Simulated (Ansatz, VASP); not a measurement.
**BaTiO3 in VASP and in Ansatz**

Contents of POSCAR:

```
BaTiO3
1.0
    3.9633322355      0.0000000000      0.0000000000
    0.0000000000      2.8579801990      2.8741509184
    0.0000000000     -2.8579801990      2.8741509184
Ba Ti O
1 1 3
Direct
    0.0000000000      0.0082649187      0.0082649187
    0.5000000000      0.5238207086      0.5238207086
    0.0000000000      0.4901968668      0.4901968668
    0.5000000000      0.4939301449      0.9800073611
    0.5000000000      0.9800073611      0.4939301449
```

Contents of INCAR.step1:

```
SYSTEM = BaTiO3
ALGO = Normal
EDIFF = 1E-4
ENCUT = 520
GGA = PE
ISMEAR = 0
LASPH = .TRUE.
LCHARG = .FALSE.
LREAL = .FALSE.
LWAVE = .TRUE.
NBANDS = 28
NELM = 60
PREC = Accurate
SIGMA = 0.05
```

Contents of INCAR.step2:

```
SYSTEM = BaTiO3
ALGO = Normal
EDIFF = 1E-6
ENCUT = 520
ISIF = 2
ISMEAR = 0
ISTART = 1
LASPH = .TRUE.
LCHARG = .TRUE.
LELF = .TRUE.
LMIXTAU = .TRUE.
LREAL = .FALSE.
LVHAR = .TRUE.
LWAVE = .FALSE.
METAGGA = R2SCAN
NBANDS = 28
NELM = 60
PREC = Accurate
SIGMA = 0.05
```

KPOINTS

```
k-points
0
G
  6 6 6
  0 0 0
```

Input for Ansatz:

```yaml
crystal:
  lattice:
    - [3.9633322355, 0.0, 0.0]
    - [0.0, 2.857980199, 2.8741509184]
    - [0.0, -2.857980199, 2.8741509184]
  atoms:
    - { symbol: Ba, position: [0.0, 0.0082649187, 0.0082649187] }
    - { symbol: Ti, position: [0.5, 0.5238207086, 0.5238207086] }
    - { symbol: O, position: [0.0, 0.4901968668, 0.4901968668] }
    - { symbol: O, position: [0.5, 0.4939301449, 0.9800073611] }
    - { symbol: O, position: [0.5, 0.9800073611, 0.4939301449] }
basis:
  ecutwfc: 500
kpoints:
  mp_grid: { grid: [6, 6, 6] }
hamiltonian:
  xc: r2scan
scf:
  occupations: { method: gaussian, width: 0.05 }
output:
  forces: true
  stress: true
  eigenvalues: true
```

Alike in both runs: task single point; functional r2SCAN; k mesh 6 × 6 × 6; occupations gaussian, width 0.05 eV; no spin polarisation.

|  | VASP | Ansatz |
| --- | --- | --- |
| version | VASP 6.6.1 | Ansatz 0.2.0 |
| potentials or method | VASP PAW PBE potentials, release 64 (Ba_sv, Ti_sv, O), cutoff 520 eV | scalar-relativistic, plane waves, PAW |
| valence electrons in the cell | 40 | 40 |

|  | VASP | Ansatz | Ansatz less VASP |
| --- | --- | --- | --- |
| gap on the k mesh at the Fermi level (eV) | 2.64 | 2.66 | +0.016 |
| least direct gap on the mesh (eV) | 3.12 | 3.10 | -0.020 |
| pressure (GPa) | 1.9 | 0.0 | -1.92 |
| traceless stress, the component that is largest in VASP (GPa) | 0.10 | 0.00 | -0.095 |
| rms of the force components (eV/Å) | 0.064 | 0.000 | -0.0637 |

VASP's potentials were made for PBE, not for r2SCAN. Atom by atom the forces differ by 0.064 eV/Å (rms over components). With one functional, cell and mesh, what is left measures potentials, basis and numerics.

Neither program's run includes spin-orbit coupling.
